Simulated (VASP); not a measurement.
Crystal: BiP2.

```
CELL_PARAMETERS angstrom
1.93061 1.11464 4.95118
-1.93061 1.11464 4.95118
0.00000 -2.22928 4.95118
ATOMIC_POSITIONS crystal
Bi 0.00000 0.00000 0.00000
P 0.41606 0.41606 0.41606
P 0.58394 0.58394 0.58394
```

The cell was generated, and may not be a known phase.

| Property | Result |
| --- | --- |
| Program | VASP 6.6.1 |
| Task | relaxation of cell and atoms |
| Functional | PBE |
| Potentials or basis | VASP PAW PBE potentials, release 64 (Bi_d, P) |
| Cutoff | 600 eV |
| k mesh | 6 × 6 × 6 |
| Occupations | gaussian, width 0.1 eV |
| Spin | no spin polarisation |

At the start: pressure 26.5 GPa; volume 21.31 Å³/atom.

Task: How do energy, volume and symmetry change on relaxing?

Result: Over 15 steps the energy falls by 860.9 meV/atom and the volume is 27.48 Å³/atom (+28.9 %); space group R-3m (No. 166, to 0.1 Å) before and after.

Step by step:
```
step  energy change (eV)  largest force (eV/Å)  pressure (GPa)  volume (Å³)
   1              0.0000                4.6074           26.51        63.93
   2             -1.9784                0.6491           -7.68       101.95
   3             -2.2794                1.5274           -4.27        87.54
   4             -2.3937                2.9368            2.72        82.39
   5             -2.5539                0.2160           -1.18        84.39
   6             -2.5542                0.2786           -1.10        84.32
   7             -2.5542                0.3445           -1.00        84.26
   8             -2.5680                0.1454           -0.03        82.40
   9             -2.5690                0.0804            0.32        81.79
  10             -2.5736                0.0557            0.22        81.96
  11             -2.5818                0.0153           -0.11        82.45
  12             -2.5824                0.0484           -0.23        82.65
  13             -2.5825                0.0416           -0.21        82.61
  14             -2.5811                0.1795            0.41        81.96
  15             -2.5827                0.0171           -0.04        82.43
```

Final structure:
```xyz
3
Lattice="2.2439 1.2955 4.7260 -2.2439 1.2955 4.7260 0.0000 -2.5910 4.7260" Properties=species:S:1:pos:R:3 pbc="T T T"
Bi    0.0000    0.0000    0.0000
P     0.0000    0.0000    6.0418
P     0.0000    0.0000    8.1363
```

Caveat: the volume moved by over 15 % at a fixed basis, so the end points are rough; an odd number of electrons without spin polarisation forces a metal; a magnetic or distorted state may lie lower.
